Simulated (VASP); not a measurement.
Here is a VASP 6.6.1 calculation.

INCAR

```
PREC = Accurate
ENCUT = 520
EDIFF = 1E-7
ISMEAR = -1
SIGMA = 0.05
LREAL = False
LASPH = True
NELM = 100
ALGO = Normal
ISIF = 2
LWAVE = False
LCHARG = False
GGA = PE
NBANDS = 8
```

KPOINTS

```
Automatic mesh
0
Gamma
  8 8 8
```

File POSCAR:

```
Al
1.0
    2.6488991967      0.0000000000      0.0000000000
    0.0000000000      2.6488991967      0.0000000000
    0.0000000000      0.0000000000      2.6488991967
Al
1
Direct
    0.0000000000      0.0000000000      0.0000000000
```

Potentials or basis: VASP PAW PBE potentials, release 64 (Al).

The run is started by

```console
$ cat potpaw_PBE.64/Al/POTCAR > POTCAR
$ mpirun -np 1 vasp_std > vasp.out
```

(1) What does it give for the pressure?

## Answers

(1) 5.0 GPa.
